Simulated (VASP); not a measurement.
Write the native input for VASP 6.6.1 that does the following.

```
Task                   : single point
Functional             : LDA
Potentials or basis    : VASP PAW LDA potentials, release 64 (Hf_pv, B)
Cutoff                 : 500 eV
k mesh                 : 4 × 4 × 4, shifted
Occupations            : gaussian, width 0.1 eV
Spin                   : no spin polarisation
Dipole correction      : no
Further INCAR settings : ALGO = Normal; EDIFF = 1e-06; NBANDS = 14; ISYM = 0
```

The structure of HfB lies in POSCAR:

```
HfB
1.0
    0.0000000000      2.3100000000      2.3100000000
    2.3100000000      0.0000000000      2.3100000000
    2.3100000000      2.3100000000      0.0000000000
Hf B
1 1
Direct
    0.5000000000      0.5000000000      0.5000000000
    0.0000000000      0.0000000000      0.0000000000
```

These files were run (other wordings do the same):

INCAR

```
  PREC = Accurate
  ENCUT = 500
  EDIFF = 1E-6
  ISMEAR = 0
  SIGMA = 0.1
  LREAL = F
  LASPH = T
  NELM = 120
  ALGO = Normal
  ISIF = 2
  LWAVE = F
  LCHARG = F
  ISYM = 0
  NBANDS = 14
  GGA_COMPAT = F
```

KPOINTS

```
Automatic mesh
0
Gamma
  4 4 4
  0.5 0.68 0.78
```

Potentials or basis: VASP PAW LDA potentials, release 64 (Hf_pv, B).

Run with:

```console
$ cat potpaw_LDA.64/Hf_pv/POTCAR potpaw_LDA.64/B/POTCAR > POTCAR
$ mpirun -np 1 vasp_std > vasp.out
```

Results of the run:

```yaml
Pressure: 19.9 GPa
Band_gap_on_the_k_mesh: zero (an odd number of electrons rules out a gap without spin polarisation)
```

Caveat: the k points lie up to 0.59 Å⁻¹ apart, too coarse for converged energies and pressures of a metal; spin-orbit coupling is left out, which moves the levels of the heavy elements.

It took 4.9 min on 1 thread of Intel Xeon 8259CL, on a shared host, peak memory 0.57 GiB.
